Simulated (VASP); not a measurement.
# TaN (P6/mmm) in VASP: single point with PBEsol

Aim: the single point of TaN with PBEsol.

Program: VASP 6.6.1. These are calculated values, not measurements. Logs are shortened: lines on timing, memory, paths and dates and some standing lists are left out, and cuts for length are marked.

## (1) The cell of the first run

It takes space group P6/mmm (No. 191, hexagonal). The conventional cell has a = 5.138 Å, b = 5.138 Å, c = 2.891 Å, α = 90.00°, β = 90.00°, γ = 120.00°. Ta (site symmetry 6/mmm) has 6 N at 2.57 Å and 14 Ta at 2.89 to 3.30 Å within 3.4 Å. Ta (site symmetry -6m2) has 6 N at 2.07 Å within 2.7 Å. N (site symmetry mmm) has 6 Ta at 2.07 to 2.57 Å and 4 N at 2.57 Å within 2.7 Å.

## (2) Single point, PBEsol (11.01 Å³/atom)

File INCAR:

```
SYSTEM = TaN
ALGO = Normal
EDIFF = 1E-6
ENCUT = 700
GGA = PS
GGA_COMPAT = .FALSE.
ISIF = 2
ISMEAR = 0
LASPH = .TRUE.
LCHARG = .FALSE.
LREAL = .FALSE.
LWAVE = .FALSE.
NBANDS = 36
NELM = 120
PREC = Accurate
SIGMA = 0.1
```

File KPOINTS:

```
k-points
0
G
  12 12 12
  0 0 0
```

File POSCAR:

```
TaN
1.0
    5.1375393389      0.0000000000      0.0000000000
   -2.5687696695      4.4492395805      0.0000000000
    0.0000000000      0.0000000000      2.8906900497
Ta N
3 3
Direct
    0.0000000000      0.0000000000      0.0000000000
    0.3333333333      0.6666666667      0.5000000000
    0.6666666667      0.3333333333      0.5000000000
    0.5000000000      0.0000000000      0.0000000000
    0.5000000000      0.5000000000      0.0000000000
    0.0000000000      0.5000000000      0.0000000000
```

Potentials or basis: VASP PAW PBE potentials, release 64 (Ta_sv_GW, N).

Started as:

```sh
$ cat potpaw_PBE.64/Ta_sv_GW/POTCAR potpaw_PBE.64/N/POTCAR > POTCAR
$ mpirun -np 1 vasp_std > vasp.out
```

OUTCAR:

```text
SYSTEM = TaN
   EDIFF = 1E-6
   ENCUT = 700
   GGA = PS
   ISIF = 2
   ISMEAR = 0
   LASPH = .TRUE.
   LREAL = .FALSE.
   NELM = 120
   PREC = Accurate

 ion  position               nearest neighbor table
   1  0.000  0.000  0.000-   2 3.30   3 3.30   2 3.30   3 3.30   3 3.30   3 3.30   2 3.30   2 3.30
                             3 3.30   3 3.30   2 3.30   2 3.30
   2  0.333  0.667  0.500-   6 2.07   6 2.07   4 2.07   4 2.07   5 2.07   5 2.07   3 2.97   3 2.97
                             3 2.97   1 3.30   1 3.30   1 3.30   1 3.30   1 3.30   1 3.30
   3  0.667  0.333  0.500-   6 2.07   6 2.07   4 2.07   4 2.07   5 2.07   5 2.07   2 2.97   2 2.97
                             2 2.97   1 3.30   1 3.30   1 3.30   1 3.30   1 3.30   1 3.30
   4  0.500  0.000  0.000-   2 2.07   3 2.07   2 2.07   3 2.07
   5  0.500  0.500  0.000-   2 2.07   3 2.07   2 2.07   3 2.07
   6  0.000  0.500  0.000-   2 2.07   3 2.07   2 2.07   3 2.07

  LATTYP: Found a hexagonal cell.
 ALAT       =     5.1375393389
 C/A-ratio  =     0.5626604215

  Lattice vectors:

 A1 = (   5.1375393389,   0.0000000000,   0.0000000000)
 A2 = (  -2.5687696695,   4.4492395805,   0.0000000000)
 A3 = (   0.0000000000,   0.0000000000,   2.8906900497)

Analysis of symmetry for initial positions (statically):
=====================================================================
 Subroutine PRICEL returns:
 Original cell was already a primitive cell.

 Routine SETGRP: Setting up the symmetry group for a
 hexagonal supercell.

 Subroutine GETGRP returns: Found 24 space group operations
 (whereof 24 operations were pure point group operations)
 out of a pool of 24 trial point group operations.

The static configuration has the point symmetry D_6h.

Analysis of symmetry for dynamics (positions and initial velocities):
=====================================================================
 Subroutine PRICEL returns:
 Original cell was already a primitive cell.

 Routine SETGRP: Setting up the symmetry group for a
 hexagonal supercell.

 Subroutine GETGRP returns: Found 24 space group operations
 (whereof 24 operations were pure point group operations)
 out of a pool of 24 trial point group operations.

The dynamic configuration has the point symmetry D_6h.

 Subroutine INISYM returns: Found 24 space group operations
 (whereof 24 operations are pure point group operations),
 and found     1 'primitive' translations

----------------------------------------------------------------------------------------

                                     Primitive cell

  volume of cell :      66.0758

  direct lattice vectors                    reciprocal lattice vectors
     5.137539339  0.000000000  0.000000000     0.194645712  0.112378754  0.000000000
    -2.568769669  4.449239580  0.000000000     0.000000000  0.224757508  0.000000000
     0.000000000  0.000000000  2.890690050     0.000000000  0.000000000  0.345938161

  length of vectors
     5.137539339  5.137539339  2.890690050     0.224757508  0.224757508  0.345938161

  position of ions in fractional coordinates (direct lattice)
     0.000000000  0.000000000  0.000000000
     0.333333333  0.666666667  0.500000000
     0.666666667  0.333333333  0.500000000
     0.500000000  0.000000000  0.000000000
     0.500000000  0.500000000  0.000000000
     0.000000000  0.500000000  0.000000000

  ion indices of the primitive-cell ions
   primitive index   ion index
                 1           1
                 2           2
                 3           3
                 4           4
                 5           5
                 6           6

----------------------------------------------------------------------------------------

 KPOINTS: k-points

Automatic generation of k-mesh.
 Grid dimensions read from file:
 generate k-points for:   12   12   12

 Generating k-lattice:

  Cartesian coordinates                     Fractional coordinates (reciprocal lattice)
     0.016220476  0.009364896  0.000000000     0.083333333  0.000000000  0.000000000
     0.000000000  0.018729792  0.000000000     0.000000000  0.083333333  0.000000000
     0.000000000  0.000000000  0.028828180     0.000000000  0.000000000  0.083333333

  Length of vectors
     0.018729792  0.018729792  0.028828180

  Shift w.r.t. Gamma in fractional coordinates (k-lattice)
     0.000000000  0.000000000  0.000000000

 Subroutine IBZKPT returns following result:
 ===========================================

 Found    133 irreducible k-points:

 Following reciprocal coordinates:
            Coordinates               Weight
  0.000000  0.000000  0.000000      1.000000
  0.083333 -0.000000  0.000000      6.000000
  0.166667  0.000000  0.000000      6.000000
  0.250000 -0.000000  0.000000      6.000000
  0.333333  0.000000  0.000000      6.000000
  0.416667 -0.000000  0.000000      6.000000
[... 16 lines left out ...]
  0.250000 -0.000000  0.083333     12.000000
  0.333333  0.000000  0.083333     12.000000
 [... further k-points ...]
   k-points           NKPTS =    133   k-points in BZ     NKDIM =    133   number of bands    NBANDS=     36
   number of dos      NEDOS =    301   number of ions     NIONS =      6
   total plane-waves  NPLWV =  64512
   dimension x,y,z NGX =    48 NGY =   48 NGZ =   28
   dimension x,y,z NGXF=    96 NGYF=   96 NGZF=   56
   ions per type =               3   3
   NGX,Y,Z   is equivalent  to a cutoff of  15.53, 15.53, 16.10 a.u.
   NGXF,Y,Z  is equivalent  to a cutoff of  31.06, 31.06, 32.21 a.u.
 SYSTEM =  TaN
   PREC   = accura    normal or accurate (medium, high low for compatibility)
   ISTART =      0    job   : 0-new  1-cont  2-samecut
   ICHARG =      2    charge: 1-file 2-atom 10-const
   ISPIN  =      1    spin polarized calculation?
   LNONCOLLINEAR =      F non collinear calculations
   LSORBIT =      F    spin-orbit coupling
   LASPH  =      T    aspherical Exc in radial PAW
   ENCUT  =  700.0 eV  51.45 Ry    7.17 a.u.  11.08 11.08  6.24*2*pi/ulx,y,z
   NELM   =    120;   NELMIN=  2; NELMDL= -5     # of ELM steps
   EDIFF  = 0.1E-05   stopping-criterion for ELM
   LREAL  =      F    real-space projection
   EDIFFG = 0.1E-04   stopping-criterion for IOM
   NSW    =      0    number of steps for IOM
   IBRION =     -1    ionic relax: 0-MD 1-quasi-New 2-CG
   NFREE  =      0    steps in history (QN), initial steepest desc. (CG)
   ISIF   =      2    stress and relaxation
   ISYM   =      2    0-nonsym 1-usesym 2-fastsym
   POTIM  = 0.5000    time-step for ionic-motion
   TEBEG  =    0.0;   TEEND  =   0.0 temperature during run
   PSTRESS=    0.0 pullay stress
   NELECT =      54.0000    total number of electrons
   NUPDOWN=      -1.0000    fix difference up-down
   EMIN   =  10.00;   EMAX   =-10.00  energy-range for DOS
   EFERMI =   0.00;   METHOD = LEGACY
   ISMEAR =     0;   SIGMA  =   0.10  broadening in eV -4-tet -1-fermi 0-gaus
   EFERMI_NEDOS =   21; number of points for ismear=-14 and -15
   IALGO  =     38    algorithm
   IMIX   =      4    mixing-type and parameters
     AMIX     =   0.40;   BMIX     =  1.00
     AMIX_MAG =   1.60;   BMIX_MAG =  1.00
  volume/ion in A,a.u.               =      11.01        74.32
  Fermi-wavevector in a.u.,A,eV,Ry     =   1.530589  2.892394 31.874406  2.342703
  Thomas-Fermi vector in A             =   2.638051
   LORBIT       =      0    0 simple, 1 ext, 2 COOP (PROOUT), +10 PAW based schemes
   GGA     = PS    functional components
   LHFCALC =     F    Hartree Fock is set to
   AEXX    =    0.0000 exact exchange contribution
   IVDW    =     0    specifies the selected vdW correction
   LEPSILON=     F    determine dielectric tensor
   LRPA    =     F    only Hartree local field effects (RPA)
 non-spin polarized calculation
 Gauss-broadening in eV      SIGMA  =   0.10
  energy-cutoff  :      700.00
  volume of cell :       66.08
 maximum number of plane-waves:      2808
 NGX is ok and might be reduce to    48
   NGX = 23   NGY = 23   NGZ = 13

 number of electron      53.9999998 magnetization

 Free energy of the ion-electron system (eV)
  ---------------------------------------------------
  ext. energy  EPLUGINS =         0.00000000
  ---------------------------------------------------
  free energy    TOTEN  =       -76.29008750 eV

  energy without entropy =      -76.28666760  energy(sigma->0) =      -76.28837755

 E-fermi :  12.4643     XC(G=0): -13.6936

 val. band max:       12.4579400108   @ k =   0.1667   0.0000   0.2500
 cond. band min:      12.4674927365   @ k =   0.1667   0.0000   0.1667
 fundamental gap:      0.0095527257
 Fermi energy:        12.4643101414

 k-point     1 :       0.0000    0.0000    0.0000
  band No.  band energies     occupation
      1     -56.7419      2.00000
      2     -56.6862      2.00000
      3     -56.4576      2.00000
      4     -23.6632      2.00000
      5     -23.6632      2.00000
      6     -23.2519      2.00000
[... 28 lines left out ...]
     35      15.8106      0.00000
     36      15.8109      0.00000

 k-point     2 :       0.0833   -0.0000    0.0000
  band No.  band energies     occupation
      1     -56.7410      2.00000
      2     -56.6871      2.00000
      3     -56.4577      2.00000
      4     -23.6702      2.00000
      5     -23.6610      2.00000
      6     -23.2423      2.00000
[... 28 lines left out ...]
     35      15.9296      0.00000
     36      16.1995      0.00000

 k-point     3 :       0.1667    0.0000    0.0000
  band No.  band energies     occupation
      1     -56.7385      2.00000
      2     -56.6895      2.00000
      3     -56.4579      2.00000
      4     -23.6883      2.00000
      5     -23.6519      2.00000
      6     -23.2210      2.00000
[... 28 lines left out ...]
     35      16.0831      0.00000
     36      16.1652      0.00000
[... 742 lines left out ...]
 k-point    23 :       0.2500   -0.0000    0.0833
  band No.  band energies     occupation
      1     -56.7311      2.00000
      2     -56.6899      2.00000
      3     -56.4554      2.00000
      4     -23.6972      2.00000
      5     -23.6185      2.00000
      6     -23.2014      2.00000
[... 28 lines left out ...]
     35      15.9454      0.00000
     36      16.2677      0.00000

 k-point    24 :       0.3333    0.0000    0.0833
  band No.  band energies     occupation
      1     -56.7263      2.00000
      2     -56.6945      2.00000
      3     -56.4556      2.00000
      4     -23.7166      2.00000
      5     -23.5837      2.00000
      6     -23.2285      2.00000
[... 28 lines left out ...]
     35      16.2418      0.00000
     36      16.2858      0.00000

 [... further k-points ...]

------------------------ aborting loop because EDIFF is reached ----------------------------------------

  FORCE on cell =-STRESS in cart. coord.  units (eV):
  Direction    XX          YY          ZZ          XY          YZ          ZX
  --------------------------------------------------------------------------------------
  -------------------------------------------------------------------------------------
  Total        4.0523931      4.0523931      4.1433862     -0.0000000      0.0000000      0.0000000
  in kB       98.2606582     98.2606582    100.4670189     -0.0000000      0.0000000      0.0000000
  external PRESSURE =      98.9961117 kB  Pullay stress =       0.0000000 kB

 VOLUME and BASIS-vectors are now :
 -----------------------------------------------------------------------------
  energy-cutoff  :      700.00
  volume of cell :       66.08
      direct lattice vectors                 reciprocal lattice vectors
     5.137539339  0.000000000  0.000000000     0.194645712  0.112378754  0.000000000
    -2.568769669  4.449239580  0.000000000     0.000000000  0.224757508  0.000000000
     0.000000000  0.000000000  2.890690050     0.000000000  0.000000000  0.345938161

 POSITION                                       TOTAL-FORCE (eV/Angst)
 -----------------------------------------------------------------------------------
      0.00000      0.00000      0.00000         0.000000      0.000000      0.000000
     -0.00000      2.96616      1.44535        -0.000000      0.000000      0.000000
      2.56877      1.48308      1.44535         0.000000     -0.000000     -0.000000
      2.56877      0.00000      0.00000         0.000000      0.000000      0.000000
      1.28438      2.22462      0.00000         0.000000      0.000000      0.000000
     -1.28438      2.22462      0.00000         0.000000      0.000000      0.000000
 -----------------------------------------------------------------------------------
    total drift:                               -0.000000      0.000000     -0.000000

  FREE ENERGIE OF THE ION-ELECTRON SYSTEM (eV)
  ---------------------------------------------------
  free  energy   TOTEN  =       -76.2900875008 eV

  energy  without entropy=      -76.2866675959  energy(sigma->0) =      -76.28837755
```

It took 9.3 min on 1 thread of Intel Xeon Platinum 8375C at 2.90GHz (Ice Lake), shared host; peak memory 0.54 GiB.

Results:

```
Free energy            : -76.2901 eV
Pressure               : 9.9 GPa
Band gap on the k mesh : zero (bands 27 and 28 overlap by 2.28 eV)
```

Caveat: the cell stands under pressure; the PAW data sets were made with another functional, which shifts forces and pressure a little; spin-orbit coupling is left out, which moves the levels of the heavy elements.
